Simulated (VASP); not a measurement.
# SnTe (R3m) in VASP: further runs

The runs below take SnTe through single point, with PBE, r2SCAN.

Everything below comes from runs of VASP 6.6.1. Logs are shortened: lines on timing, memory, paths and dates and some standing lists are left out, and cuts for length are marked.

## 1. The cell of the first run

Symmetry: R3m, No. 160, trigonal system. The conventional cell has a = 4.490 Å, b = 4.490 Å, c = 11.378 Å, α = 90.00°, β = 90.00°, γ = 120.00°. Within 4.0 Å of Sn (site symmetry 3m) lie 6 Te at 3.05 to 3.39 Å. Within 4.0 Å of Te (site symmetry 3m) lie 6 Sn at 3.05 to 3.39 Å.

## 2. Single point, PBE

Input file INCAR:

```
PREC     = Accurate       # precision mode
ENCUT    = 520            # plane-wave cutoff, eV
EDIFF    = 1E-7           # SCF threshold, eV
ISMEAR   = 0              # smearing method
SIGMA    = 0.01           # smearing width, eV
LREAL    = F              # projectors in reciprocal space
LASPH    = T              # aspherical terms in the spheres
NELM     = 100            # most SCF steps
ALGO     = Normal         # electronic algorithm
ISIF     = 2              # what is computed and relaxed
LWAVE    = F              # write WAVECAR
LCHARG   = F              # write CHGCAR
GGA      = PE             # functional
NBANDS   = 17             # bands
```

Input file KPOINTS:

```
regular mesh
0
Gamma
  4 4 4
```

Input file POSCAR:

```
SnTe
1.0
    2.2449600339      1.2961282799      3.7925333510
   -2.2449600339      1.2961282799      3.7925333510
    0.0000000000     -2.5922565598      3.7925333510
Sn Te
1 1
Direct
    0.9979649091      0.9979649091      0.9979649091
    0.5230350909      0.5230350909      0.5230350909
```

Potentials or basis: VASP PAW PBE potentials, release 64 (Sn_d, Te).

Command:

```
> cat potpaw_PBE.64/Sn_d/POTCAR potpaw_PBE.64/Te/POTCAR > POTCAR
> mpirun -np 1 vasp_std > vasp.out
```

OUTCAR:

```text
PREC = Accurate
   ENCUT = 520
   EDIFF = 1E-7
   ISMEAR = 0
   LREAL = F
   LASPH = T
   NELM = 100
   ISIF = 2
   GGA = PE

 ion  position               nearest neighbor table
   1  0.998  0.998  0.998-   2 3.05   2 3.05   2 3.05   2 3.39   2 3.39   2 3.39
   2  0.523  0.523  0.523-   1 3.05   1 3.05   1 3.05   1 3.39   1 3.39   1 3.39

  LATTYP: Found a trigonal (rhomboedric) cell.
 ALAT       =     4.5938114121
 COS(alpha) =     0.5223597701

  Lattice vectors:

 A1 = (   2.2449600339,   1.2961282799,   3.7925333510)
 A2 = (  -2.2449600339,   1.2961282799,   3.7925333510)
 A3 = (   0.0000000000,  -2.5922565598,   3.7925333510)

Analysis of symmetry for initial positions (statically):
=====================================================================
 Subroutine PRICEL returns:
 Original cell was already a primitive cell.

 Routine SETGRP: Setting up the symmetry group for a
 trigonal (rhombohedral) supercell.

 Subroutine GETGRP returns: Found  6 space group operations
 (whereof  6 operations were pure point group operations)
 out of a pool of 12 trial point group operations.

The static configuration has the point symmetry C_3v.

Analysis of symmetry for dynamics (positions and initial velocities):
=====================================================================
 Subroutine PRICEL returns:
 Original cell was already a primitive cell.

 Routine SETGRP: Setting up the symmetry group for a
 trigonal (rhombohedral) supercell.

 Subroutine GETGRP returns: Found  6 space group operations
 (whereof  6 operations were pure point group operations)
 out of a pool of 12 trial point group operations.

The dynamic configuration has the point symmetry C_3v.

 Subroutine INISYM returns: Found  6 space group operations
 (whereof  6 operations are pure point group operations),
 and found     1 'primitive' translations

----------------------------------------------------------------------------------------

                                     Primitive cell

  volume of cell :      66.2121

  direct lattice vectors                    reciprocal lattice vectors
     2.244960034  1.296128280  3.792533351     0.222721114  0.128588095  0.087891998
    -2.244960034  1.296128280  3.792533351    -0.222721114  0.128588095  0.087891998
     0.000000000 -2.592256560  3.792533351     0.000000000 -0.257176190  0.087891998

  length of vectors
[... 69 lines left out ...]
   NELM   =    100;   NELMIN=  2; NELMDL= -5     # of ELM steps
   EDIFF  = 0.1E-06   stopping-criterion for ELM
   LREAL  =      F    real-space projection
   EDIFFG = 0.1E-05   stopping-criterion for IOM
   NSW    =      0    number of steps for IOM
   IBRION =     -1    ionic relax: 0-MD 1-quasi-New 2-CG
   NFREE  =      0    steps in history (QN), initial steepest desc. (CG)
   ISIF   =      2    stress and relaxation
   ISYM   =      2    0-nonsym 1-usesym 2-fastsym
   POTIM  = 0.5000    time-step for ionic-motion
   TEBEG  =    0.0;   TEEND  =   0.0 temperature during run
   PSTRESS=    0.0 pullay stress
   NELECT =      20.0000    total number of electrons
   NUPDOWN=      -1.0000    fix difference up-down
   EMIN   =  10.00;   EMAX   =-10.00  energy-range for DOS
   EFERMI =   0.00;   METHOD = LEGACY
   ISMEAR =     0;   SIGMA  =   0.01  broadening in eV -4-tet -1-fermi 0-gaus
   EFERMI_NEDOS =   21; number of points for ismear=-14 and -15
   IALGO  =     38    algorithm
   IMIX   =      4    mixing-type and parameters
     AMIX     =   0.40;   BMIX     =  1.00
     AMIX_MAG =   1.60;   BMIX_MAG =  1.00
  volume/ion in A,a.u.               =      33.11       223.41
  Fermi-wavevector in a.u.,A,eV,Ry     =   1.098430  2.075732 16.416090  1.206549
  Thomas-Fermi vector in A             =   2.234807
   LORBIT       =      0    0 simple, 1 ext, 2 COOP (PROOUT), +10 PAW based schemes
   GGA     = PE    functional components
   LHFCALC =     F    Hartree Fock is set to
   AEXX    =    0.0000 exact exchange contribution
   IVDW    =     0    specifies the selected vdW correction
   LEPSILON=     F    determine dielectric tensor
   LRPA    =     F    only Hartree local field effects (RPA)
 non-spin polarized calculation
 Gauss-broadening in eV      SIGMA  =   0.01
  energy-cutoff  :      520.00
  volume of cell :       66.21
 maximum number of plane-waves:      1804
 NGX is ok and might be reduce to    36
   NGX = 17   NGY = 17   NGZ = 17

 number of electron      20.0000004 magnetization

 Free energy of the ion-electron system (eV)
  ---------------------------------------------------
  ext. energy  EPLUGINS =         0.00000000
  ---------------------------------------------------
  free energy    TOTEN  =        -7.58522092 eV

  energy without entropy =       -7.58522092  energy(sigma->0) =       -7.58522092

 E-fermi :   6.1428     XC(G=0):  -9.2348

 val. band max:        6.0684189967   @ k =   0.5000  -0.0000   0.0000
 cond. band min:       6.4124097071   @ k =   0.5000  -0.0000   0.0000
 fundamental gap:      0.3439907104
 Fermi energy:         6.1427522403

 k-point     1 :       0.0000    0.0000    0.0000
  band No.  band energies     occupation
      1     -15.5609      2.00000
      2     -15.5609      2.00000
      3     -15.5531      2.00000
      4     -15.5531      2.00000
      5     -15.5524      2.00000
      6      -6.2277      2.00000
[... 237 lines left out ...]
      4     -15.5481      2.00000
      5     -15.5481      2.00000
      6      -5.2317      2.00000
[... 9 lines left out ...]
     16      14.9507      0.00000
     17      15.2272      0.00000

------------------------ aborting loop because EDIFF is reached ----------------------------------------

  FORCE on cell =-STRESS in cart. coord.  units (eV):
  Direction    XX          YY          ZZ          XY          YZ          ZX
  --------------------------------------------------------------------------------------
  -------------------------------------------------------------------------------------
  Total        0.2341419      0.2341419      0.0484767      0.0000000      0.0000000      0.0000000
  in kB        5.6656850      5.6656850      1.1730218      0.0000000      0.0000000      0.0000000
  external PRESSURE =       4.1681306 kB  Pullay stress =       0.0000000 kB

 VOLUME and BASIS-vectors are now :
 -----------------------------------------------------------------------------
  energy-cutoff  :      520.00
  volume of cell :       66.21
      direct lattice vectors                 reciprocal lattice vectors
     2.244960034  1.296128280  3.792533351     0.222721114  0.128588095  0.087891998
    -2.244960034  1.296128280  3.792533351    -0.222721114  0.128588095  0.087891998
     0.000000000 -2.592256560  3.792533351     0.000000000 -0.257176190  0.087891998

 POSITION                                       TOTAL-FORCE (eV/Angst)
 -----------------------------------------------------------------------------------
      0.00000      0.00000     11.35445         0.000000     -0.000000     -0.008661
      0.00000      0.00000      5.95088         0.000000      0.000000      0.008661
 -----------------------------------------------------------------------------------
    total drift:                                0.000000     -0.000000     -0.000186

  FREE ENERGIE OF THE ION-ELECTRON SYSTEM (eV)
  ---------------------------------------------------
  free  energy   TOTEN  =        -7.5852209236 eV

  energy  without entropy=       -7.5852209236  energy(sigma->0) =       -7.58522092
```

Wall time 28 s (1 thread of Intel Xeon Platinum 8488C (Sapphire Rapids), shared host); peak memory 0.2 GiB.

What came out:

| Property | Result |
| --- | --- |
| Free energy | -7.5852 eV |
| Pressure | 0.4 GPa |
| Largest force | 0.009 eV/Å |
| Band gap on the k mesh | 0.34 eV, direct |

Forces on the atoms (eV/Å):
```
Sn   0.000  0.000 -0.009
Te   0.000  0.000  0.009
```

Caveat: the k points lie up to 0.43 Å⁻¹ apart; spin-orbit coupling is left out, which moves the levels of the heavy elements. A k mesh can miss the band edges.

## 3. Single point, PBE

This run uses another cell than the first one, of 33.38 Å³/atom, 1.008 times its volume.

Input file INCAR:

```
  PREC = Accurate
  ENCUT = 520
  EDIFF = 1E-6
  ISMEAR = -1
  SIGMA = 0.02
  LREAL = F
  LASPH = T
  NELM = 60
  ALGO = Normal
  ISIF = 2
  LWAVE = F
  LCHARG = F
  GGA = PE
  NBANDS = 17
```

Input file KPOINTS:

```
regular mesh
0
Gamma
  6 6 6
```

Input file POSCAR:

```
SnTe
1.0
    2.2602232015      1.3049404738      3.7720118794
   -2.2602232015      1.3049404738      3.7720118794
    0.0000000000     -2.6098809477      3.7720118794
Sn Te
1 1
Direct
    1.0004730313      1.0004730313      1.0004730313
    0.5205269687      0.5205269687      0.5205269687
```

Potentials or basis: VASP PAW PBE potentials, release 64 (Sn_d, Te).

Command:

```
> cat potpaw_PBE.64/Sn_d/POTCAR potpaw_PBE.64/Te/POTCAR > POTCAR
> mpirun -np 1 vasp_std > vasp.out
```

Wall time 49 s (1 thread of Intel Xeon Platinum 8488C (Sapphire Rapids), shared host); peak memory 0.22 GiB.

It converged, with:

```yaml
Free_energy: -7.5721 eV
Pressure: 0.0 GPa
Largest_force: 0.006 eV/Å
Band_gap_on_the_k_mesh: 0.31 eV, direct
```

Forces on the atoms (eV/Å):
```
Sn   0.000  0.000  0.006
Te   0.000  0.000 -0.006
```

Levels at points of the mesh, in eV from the valence-band top:
```
           k point  band 8  band 9  band 10  band 11  band 12  band 13
(0.00, 0.00, 0.00)   -1.85   -1.80    -1.80     3.07     3.30     3.30
(0.50, 0.00, 0.00)   -1.67   -1.63     0.00     0.31     0.74     0.87
(0.50, 0.50, 0.00)   -4.83   -3.26    -3.25     2.40     4.81     5.04
(0.50, 0.50, 0.50)   -1.52   -1.52    -0.19     0.74     0.79     0.79
```

Caveat: spin-orbit coupling is left out, which moves the levels of the heavy elements.

## 4. Single point, r2SCAN

Input file POSCAR:

```
SnTe
1.0
    2.2449600339      1.2961282799      3.7925333510
   -2.2449600339      1.2961282799      3.7925333510
    0.0000000000     -2.5922565598      3.7925333510
Sn Te
1 1
Direct
    0.9979649091      0.9979649091      0.9979649091
    0.5230350909      0.5230350909      0.5230350909
```

Input file INCAR.step1:

```
  ALGO = Normal
  EDIFF = 1E-4
  ENCUT = 520
  GGA = PE
  ISMEAR = -1
  LASPH = True
  LCHARG = False
  LREAL = False
  LWAVE = True
  NBANDS = 17
  NELM = 100
  PREC = Accurate
  SIGMA = 0.02
```

Input file INCAR.step2:

```
  ALGO = Normal
  EDIFF = 1E-6
  ENCUT = 520
  ISIF = 2
  ISMEAR = -1
  ISTART = 1
  LASPH = True
  LCHARG = False
  LMIXTAU = True
  LREAL = False
  LWAVE = False
  METAGGA = R2SCAN
  NBANDS = 17
  NELM = 100
  PREC = Accurate
  SIGMA = 0.02
```

Input file KPOINTS:

```
k-points
0
Gamma
  6 6 6
```

Command:

```
> cat potpaw_PBE.64/Sn_d/POTCAR potpaw_PBE.64/Te/POTCAR > POTCAR
> cp INCAR.step1 INCAR
> mpirun -np 1 vasp_std > vasp.out
> cp INCAR.step2 INCAR
> mpirun -np 1 vasp_std > vasp.out
```

Run time: 2.7 min. Hardware: 1 thread of Intel Xeon Platinum 8488C (Sapphire Rapids), shared host; peak memory 0.23 GiB.

It converged, with:

```
Free energy            : -50.6994 eV
Pressure               : 0.0 GPa
Largest force          : 0.009 eV/Å
Band gap on the k mesh : 0.44 eV, direct
```

Forces in eV/Å, atoms in the order of the input:
```
Sn   0.000  0.000  0.009
Te   0.000  0.000 -0.009
```

Levels at points of the mesh, in eV from the valence-band top:
| k point | band 8 | band 9 | band 10 | band 11 | band 12 | band 13 |
| --- | --- | --- | --- | --- | --- | --- |
| (0.00, 0.00, 0.00) | -2.16 | -2.09 | -2.09 | 3.04 | 3.41 | 3.41 |
| (0.50, 0.00, 0.00) | -2.03 | -1.98 | 0.00 | 0.44 | 0.81 | 0.99 |
| (0.50, 0.50, 0.00) | -5.11 | -3.58 | -3.57 | 2.46 | 5.09 | 5.47 |
| (0.50, 0.50, 0.50) | -1.81 | -1.81 | -0.14 | 0.87 | 0.87 | 1.01 |

Caveat: the PAW data sets were made with another functional, which shifts forces and pressure a little; spin-orbit coupling is left out, which moves the levels of the heavy elements.

## 5. Single point, PBE

Input file INCAR:

```
PREC = Accurate ; ENCUT = 520
EDIFF = 1E-7 ; ISMEAR = -1
SIGMA = 0.02 ; LREAL = F
LASPH = T ; NELM = 80
ALGO = Normal ; ISIF = 2
LWAVE = F ; LCHARG = F
GGA = PE ; NBANDS = 17
```

Input file KPOINTS:

```
regular mesh
0
Gamma
  8 8 8
```

POSCAR is that of step 4.

Command:

```
> cat potpaw_PBE.64/Sn_d/POTCAR potpaw_PBE.64/Te/POTCAR > POTCAR
> mpirun -np 1 vasp_std > vasp.out
```

It took 1.8 min on 1 thread of Intel Xeon Platinum 8488C (Sapphire Rapids), shared host; peak memory 0.24 GiB.

Results (log left out):

* Free energy: -7.5601 eV
* Pressure: 0.7 GPa
* Largest force: 0.135 eV/Å
* Band gap on the k mesh: 0.35 eV, direct

Forces on the atoms (eV/Å):
```
Sn   0.000  0.000  0.135
Te   0.000  0.000 -0.135
```

Stress tensor (GPa, compression positive):
```
0.77 0.00 0.00
0.00 0.77 0.00
0.00 0.00 0.58
```

Levels at points of the mesh, in eV from the valence-band top:
| k point | band 8 | band 9 | band 10 | band 11 | band 12 | band 13 |
| --- | --- | --- | --- | --- | --- | --- |
| (0.00, 0.00, 0.00) | -1.87 | -1.80 | -1.80 | 2.93 | 3.30 | 3.30 |
| (0.50, 0.00, 0.00) | -1.76 | -1.71 | 0.00 | 0.35 | 0.80 | 1.01 |
| (0.50, 0.50, 0.00) | -4.79 | -3.26 | -3.26 | 2.31 | 4.88 | 5.22 |
| (0.50, 0.50, 0.50) | -1.54 | -1.54 | -0.22 | 0.89 | 0.89 | 0.94 |

Caveat: spin-orbit coupling is left out, which moves the levels of the heavy elements. A k mesh can miss the band edges.

## 6. Summary

| level | cell | k mesh | smearing | gap on the mesh (eV) | pressure (GPa) | largest force (eV/Å) |
| --- | --- | --- | --- | --- | --- | --- |
| PBE | a = 4.594 Å, angles 58.5°, 2 atoms | 4 × 4 × 4 | gaussian 0.01 eV | 0.34 | 0.4 | 0.01 |
| PBE | a = 4.587 Å, angles 59.0°, 2 atoms | 6 × 6 × 6 | fermi-dirac 0.02 eV | 0.31 | 0.0 | 0.01 |
| r2SCAN | a = 4.594 Å, angles 58.5°, 2 atoms | 6 × 6 × 6 | fermi-dirac 0.02 eV | 0.44 | 0.0 | 0.01 |
| PBE | a = 4.594 Å, angles 58.5°, 2 atoms | 8 × 8 × 8 | fermi-dirac 0.02 eV | 0.35 | 0.7 | 0.13 |

Alike in all rows: task single point; potentials or basis VASP PAW PBE potentials, release 64 (Sn_d, Te); no spin polarisation; cutoff (eV) 520.

Caveats: some runs use coarse meshes; spin-orbit coupling is left out, which moves the levels of the heavy elements; the PAW data sets were made with another functional, which shifts forces and pressure a little (some runs).

Total energies depend on the potentials used, so only differences within one code and one set of settings carry meaning.
